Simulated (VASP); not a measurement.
# LaH3 (I4/mmm) in VASP: a series of runs

LaH3 is run at these levels: LDA; tasks: single point.

Everything below comes from runs of VASP 6.6.1. Logs are shortened: lines on timing, memory, paths and dates and some standing lists are left out, and cuts for length are marked.

### Step 1. The cell of the first run

Symmetry: I4/mmm, No. 139, tetragonal system. The conventional cell has a = 3.754 Å, b = 3.754 Å, c = 6.112 Å, α = 90.00°, β = 90.00°, γ = 90.00°. Within 3.2 Å of La (site symmetry 4/mmm) lie 14 H at 2.42 to 3.06 Å. Within 3.2 Å of H (site symmetry -4m2) lie 4 La at 2.42 Å and 10 H at 2.42 to 3.06 Å. Within 3.2 Å of H (site symmetry 4/mmm) lie 8 H at 2.42 Å and 6 La at 2.65 to 3.06 Å.

### Step 2. Single point, LDA

The input, INCAR:

```
  PREC = Accurate
  ENCUT = 500
  EDIFF = 1E-6
  ISMEAR = -1
  SIGMA = 0.1
  LREAL = False
  LASPH = True
  NELM = 200
  ALGO = Normal
  ISIF = 2
  LWAVE = False
  LCHARG = True
  GGA = CA
  LELF = True
  LVHAR = True
  NBANDS = 15
  GGA_COMPAT = False
  LMAXMIX = 6
```

The input, KPOINTS:

```
regular mesh
0
Gamma
  5 5 5
```

The input, POSCAR:

```
LaH3
1.0
   -1.8770680000      1.8770680000      3.0558590000
    1.8770680000     -1.8770680000      3.0558590000
    1.8770680000      1.8770680000     -3.0558590000
La H
1 3
Direct
    0.0000000000      0.0000000000      0.0000000000
    0.7500000000      0.2500000000      0.5000000000
    0.2500000000      0.7500000000      0.5000000000
    0.5000000000      0.5000000000      0.0000000000
```

Potentials or basis: VASP PAW LDA potentials, release 64 (La, H).

Started as:

```sh
> cat potpaw_LDA.64/La/POTCAR potpaw_LDA.64/H/POTCAR > POTCAR
> mpirun -np 1 vasp_std > vasp.out
```

OUTCAR:

```text
PREC = Accurate
   ENCUT = 500
   EDIFF = 1E-6
   ISMEAR = -1
   LREAL = False
   LASPH = True
   NELM = 200
   ISIF = 2
   GGA = CA

 ion  position               nearest neighbor table
   1  0.000  0.000  0.000-
   2  0.750  0.250  0.500-
   3  0.250  0.750  0.500-
   4  0.500  0.500  0.000-

  LATTYP: Found a body centered tetragonal cell.
 ALAT       =     3.7541360000
 C/A-ratio  =     1.6279958957

  Lattice vectors:

 A1 = (  -1.8770680000,   1.8770680000,   3.0558590000)
 A2 = (   1.8770680000,  -1.8770680000,   3.0558590000)
 A3 = (   1.8770680000,   1.8770680000,  -3.0558590000)

Analysis of symmetry for initial positions (statically):
=====================================================================
 Subroutine PRICEL returns:
 Original cell was already a primitive cell.

 Routine SETGRP: Setting up the symmetry group for a
 body centered tetragonal supercell.

 Subroutine GETGRP returns: Found 16 space group operations
 (whereof 16 operations were pure point group operations)
 out of a pool of 16 trial point group operations.

The static configuration has the point symmetry D_4h.

Analysis of symmetry for dynamics (positions and initial velocities):
=====================================================================
 Subroutine PRICEL returns:
 Original cell was already a primitive cell.

 Routine SETGRP: Setting up the symmetry group for a
 body centered tetragonal supercell.

 Subroutine GETGRP returns: Found 16 space group operations
 (whereof 16 operations were pure point group operations)
 out of a pool of 16 trial point group operations.

The dynamic configuration has the point symmetry D_4h.

 Subroutine INISYM returns: Found 16 space group operations
 (whereof 16 operations are pure point group operations),
 and found     1 'primitive' translations

----------------------------------------------------------------------------------------

                                     Primitive cell

  volume of cell :      43.0679

  direct lattice vectors                    reciprocal lattice vectors
    -1.877068000  1.877068000  3.055859000     0.000000000  0.266372875  0.163620115
[... 90 lines left out ...]
   ISYM   =      2    0-nonsym 1-usesym 2-fastsym
   POTIM  = 0.5000    time-step for ionic-motion
   TEBEG  =    0.0;   TEEND  =   0.0 temperature during run
   PSTRESS=    0.0 pullay stress
   NELECT =      14.0000    total number of electrons
   NUPDOWN=      -1.0000    fix difference up-down
   EMIN   =  10.00;   EMAX   =-10.00  energy-range for DOS
   EFERMI =   0.00;   METHOD = LEGACY
   ISMEAR =    -1;   SIGMA  =   0.10  broadening in eV -4-tet -1-fermi 0-gaus
   EFERMI_NEDOS =   21; number of points for ismear=-14 and -15
   IALGO  =     38    algorithm
   IMIX   =      4    mixing-type and parameters
     AMIX     =   0.40;   BMIX     =  1.00
     AMIX_MAG =   1.60;   BMIX_MAG =  1.00
  volume/ion in A,a.u.               =      10.77        72.66
  Fermi-wavevector in a.u.,A,eV,Ry     =   1.125641  2.127152 17.239489  1.267067
  Thomas-Fermi vector in A             =   2.262319
   LORBIT       =      0    0 simple, 1 ext, 2 COOP (PROOUT), +10 PAW based schemes
   GGA     = CA    functional components
   LHFCALC =     F    Hartree Fock is set to
   AEXX    =    0.0000 exact exchange contribution
   IVDW    =     0    specifies the selected vdW correction
   LEPSILON=     F    determine dielectric tensor
   LRPA    =     F    only Hartree local field effects (RPA)
 non-spin polarized calculation
  energy-cutoff  :      500.00
  volume of cell :       43.07
 maximum number of plane-waves:      1106
 NGX is ok and might be reduce to    30
   NGX = 15   NGY = 15   NGZ = 15

 number of electron      13.9999998 magnetization

 Free energy of the ion-electron system (eV)
  ---------------------------------------------------
  ext. energy  EPLUGINS =         0.00000000
  ---------------------------------------------------
  free energy    TOTEN  =       -18.56893391 eV

  energy without entropy =      -18.56509231  energy(sigma->0) =      -18.56701311

 E-fermi :   6.9776     XC(G=0): -10.3118

 val. band max:        6.9361766066   @ k =   0.0000   0.0000   0.0000
 cond. band min:       7.2567980690   @ k =   0.0000   0.0000   0.0000
 fundamental gap:      0.3206214624
 Fermi energy:         6.9776272281

 k-point     1 :       0.0000    0.0000    0.0000
  band No.  band energies     occupation
      1     -25.6479      2.00000
      2      -8.9646      2.00000
      3      -8.8836      2.00000
      4      -8.8836      2.00000
      5      -0.4146      2.00000
      6       4.8450      2.00000
      7       6.9362      1.20434
      8       7.2568      0.11555
      9       8.3029      0.00000
     10       8.3029      0.00000
     11       8.5312      0.00000
     12       8.7599      0.00000
     13       8.7599      0.00000
     14       9.2329      0.00000
[... 293 lines left out ...]
      2      -9.9748      2.00000
      3      -9.0935      2.00000
      4      -9.0935      2.00000
      5       2.0021      2.00000
      6       2.7312      2.00000
      7       4.1364      2.00000
      8       8.7918      0.00000
      9       8.7918      0.00000
     10       8.9249      0.00000
     11       8.9851      0.00000
     12       8.9851      0.00000
     13       8.9990      0.00000
     14       9.2369      0.00000
     15      11.5786      0.00000

------------------------ aborting loop because EDIFF is reached ----------------------------------------

  FORCE on cell =-STRESS in cart. coord.  units (eV):
  Direction    XX          YY          ZZ          XY          YZ          ZX
  --------------------------------------------------------------------------------------
  -------------------------------------------------------------------------------------
  Total       -1.0980536     -1.0980536     -1.3631731      0.0000000      0.0000000      0.0000000
  in kB      -40.8489406    -40.8489406    -50.7117133      0.0000000      0.0000000      0.0000000
  external PRESSURE =     -44.1365315 kB  Pullay stress =       0.0000000 kB

 VOLUME and BASIS-vectors are now :
 -----------------------------------------------------------------------------
  energy-cutoff  :      500.00
  volume of cell :       43.07
      direct lattice vectors                 reciprocal lattice vectors
    -1.877068000  1.877068000  3.055859000     0.000000000  0.266372875  0.163620115
     1.877068000 -1.877068000  3.055859000     0.266372875  0.000000000  0.163620115
     1.877068000  1.877068000 -3.055859000     0.266372875  0.266372875  0.000000000

 POSITION                                       TOTAL-FORCE (eV/Angst)
 -----------------------------------------------------------------------------------
      0.00000      0.00000      0.00000         0.000000      0.000000     -0.000000
     -0.00000      1.87707      1.52793        -0.000000     -0.000000     -0.000000
      1.87707     -0.00000      1.52793         0.000000      0.000000      0.000000
      0.00000      0.00000      3.05586         0.000000      0.000000     -0.000000
 -----------------------------------------------------------------------------------
    total drift:                                0.000000      0.000000      0.000000

  FREE ENERGIE OF THE ION-ELECTRON SYSTEM (eV)
  ---------------------------------------------------
  free  energy   TOTEN  =       -18.5689339114 eV

  energy  without entropy=      -18.5650923100  energy(sigma->0) =      -18.56701311
```

Run time: 18 s. Hardware: 1 thread of Intel Xeon Platinum 8259CL at 2.50GHz (Skylake/Cascade Lake), shared host; peak memory 0.16 GiB.

Results:

- Free energy: -18.5689 eV
- Pressure: -4.4 GPa
- Band gap on the k mesh: 0.32 eV

Stress tensor (GPa, compression positive):
```
-4.08  0.00  0.00
 0.00 -4.08  0.00
 0.00  0.00 -5.07
```

Levels at points of the mesh, in eV from the valence-band top:
```
           k point  band 5  band 6  band 7  band 8  band 9  band 10
(0.00, 0.00, 0.00)   -7.35   -2.09    0.00    0.32    1.37     1.37
```

Caveat: the cell stands under tension; spin-orbit coupling is left out, which moves the levels of the heavy elements; an odd mesh through Γ misses points on the zone boundary, where band edges can lie.

### Step 3. Single point, LDA, non-collinear spin, zero start, spin-orbit coupling

The input, INCAR:

```
ALGO     = Normal         # electronic algorithm
EDIFF    = 1E-6           # SCF threshold, eV
ENCUT    = 500            # plane-wave cutoff, eV
GGA_COMPAT= False        
ISIF     = 2              # what is computed and relaxed
ISMEAR   = -1             # smearing method
LASPH    = True           # aspherical terms in the spheres
LCHARG   = False          # write CHGCAR
LMAXMIX  = 6              # l up to which the mixer works
LORBIT   = 11             # projections on sites
LORBMOM  = True         
LREAL    = False          # projectors in reciprocal space
LSORBIT  = True           # spin-orbit coupling
LWAVE    = False          # write WAVECAR
MAGMOM   = 0 0 0 0 0 0 0 0 0 0 0 0 # initial moments
NBANDS   = 28             # bands
NELM     = 200            # most SCF steps
PREC     = Accurate       # precision mode
SIGMA    = 0.1            # smearing width, eV
```

The input, KPOINTS:

```
k-points
0
Gamma
  5 5 5
```

POSCAR is that of step 2.

Potentials or basis: VASP PAW LDA potentials, release 64 (La, H).

Started as:

```sh
> cat potpaw_LDA.64/La/POTCAR potpaw_LDA.64/H/POTCAR > POTCAR
> mpirun -np 1 vasp_ncl > vasp.out
```

OUTCAR:

```text
EDIFF = 1E-6
   ENCUT = 500
   ISIF = 2
   ISMEAR = -1
   LASPH = True
   LORBIT = 11
   LREAL = False
   LSORBIT = True
   NELM = 200
   PREC = Accurate

 ion  position               nearest neighbor table
   1  0.000  0.000  0.000-
   2  0.750  0.250  0.500-
   3  0.250  0.750  0.500-
   4  0.500  0.500  0.000-

  LATTYP: Found a body centered tetragonal cell.
 ALAT       =     3.7541360000
 C/A-ratio  =     1.6279958957

[... 868 lines left out ...]
     0.0000000     0.0000000     0.0000000     0.0000000     0.0000000     0.0000000     0.0000000
     0.0000000     0.0000000     0.0000000     0.0000000     0.0000000     0.0000000     0.0000000
     0.0000000     0.0000000     0.0000000     0.0000000     0.0000000     0.0000000     0.0000000
     0.0000000     0.0000000     0.0000000     0.0000000     0.0000000     0.0000000     0.0000000

 total charge

# of ion       s       p       d       f       tot
--------------------------------------------------
    1        2.031   5.661   0.643   0.188   8.524
    2        0.530   0.004   0.000   0.000   0.534
    3        0.530   0.004   0.000   0.000   0.534
    4        0.474   0.003   0.000   0.000   0.477
--------------------------------------------------
tot          3.565   5.673   0.643   0.188  10.070

 magnetization (x)

# of ion       s       p       d       f       tot
--------------------------------------------------
    1       -0.000  -0.000   0.000   0.000  -0.000
    2        0.000   0.000   0.000   0.000   0.000
    3        0.000   0.000   0.000   0.000   0.000
    4        0.000   0.000   0.000   0.000   0.000
--------------------------------------------------
tot         -0.000  -0.000   0.000   0.000  -0.000

 magnetization (y)

# of ion       s       p       d       f       tot
--------------------------------------------------
    1        0.000   0.000   0.000  -0.000   0.000
    2        0.000  -0.000   0.000   0.000  -0.000
    3        0.000  -0.000   0.000   0.000  -0.000
    4       -0.000   0.000   0.000   0.000  -0.000
--------------------------------------------------
tot          0.000  -0.000   0.000  -0.000  -0.000

 magnetization (z)

# of ion       s       p       d       f       tot
--------------------------------------------------
    1        0.000   0.000   0.000   0.000   0.000
    2        0.000   0.000   0.000   0.000   0.000
    3        0.000   0.000   0.000   0.000   0.000
    4       -0.000  -0.000   0.000   0.000  -0.000
--------------------------------------------------
tot         -0.000   0.000   0.000   0.000   0.000
```

Wall time 73 s (1 thread of Intel Xeon Platinum 8259CL at 2.50GHz (Skylake/Cascade Lake), shared host); peak memory 0.24 GiB.

What came out:

| Property | Result |
| --- | --- |
| Free energy | -18.8695 eV |
| Pressure | -4.4 GPa |
| Net moment | 0.00 μB per cell |
| Valence electrons inside the program's atomic spheres | La 8.52; H 0.53, 0.48 (each value once) |

Moments on the atoms (μB; x, y, z):
```
La  0.00 0.00 0.00
H   0.00 0.00 0.00
H   0.00 0.00 0.00
H   0.00 0.00 0.00
```

Caveat: the k points lie up to 0.39 Å⁻¹ apart.
